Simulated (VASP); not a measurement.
Al: single point with LDA

The system is Al.

```
Al
1.0
     2.73536    0.00000    0.00000
    -1.36768    2.36889    0.00000
     0.00000    0.00000    4.73344
Al
2
Direct
  0.66667 0.33333 0.75000
  0.33333 0.66667 0.25000
```

- Program: VASP 6.6.1
- Task: single point
- Functional: LDA
- Potentials or basis: VASP PAW LDA potentials, release 64 (Al)
- Cutoff: 520 eV
- k mesh: 12 × 12 × 6
- Occupations: gaussian, width 0.05 eV
- Spin: no spin polarisation

```
Pressure               : 3.5 GPa
Band gap on the k mesh : zero (band 3 reaches 12.39 eV, above the bottom of band 4 at 5.39 eV)
```

Stress tensor (GPa, compression positive):
```
5.26 0.00 0.00
0.00 5.26 0.00
0.00 0.00 0.11
```

Levels at points of the mesh, in eV from the Fermi level:
| k point | band 1 | band 2 | band 3 | band 4 | band 5 | band 6 | band 7 | band 8 |
| --- | --- | --- | --- | --- | --- | --- | --- | --- |
| (0.00, 0.00, 0.00) | -11.62 | -5.22 | -5.15 | 11.50 | 12.05 | 12.05 | 12.10 | 12.10 |
| (0.50, 0.00, 0.00) | -5.24 | -5.21 | 0.60 | 0.71 | 1.37 | 1.52 | 6.62 | 8.28 |
| (0.00, 0.00, 0.50) | -9.98 | -9.98 | 2.49 | 2.49 | 12.93 | 12.93 | 12.93 | 12.93 |
| (0.50, 0.00, 0.50) | -4.04 | -4.04 | -3.18 | -3.18 | 7.60 | 7.60 | 8.00 | 8.00 |

It took 12 s on 1 thread of Intel(R) Xeon(R) Platinum 8488C (Sapphire Rapids), with other jobs on the host, peak memory 0.13 GiB.
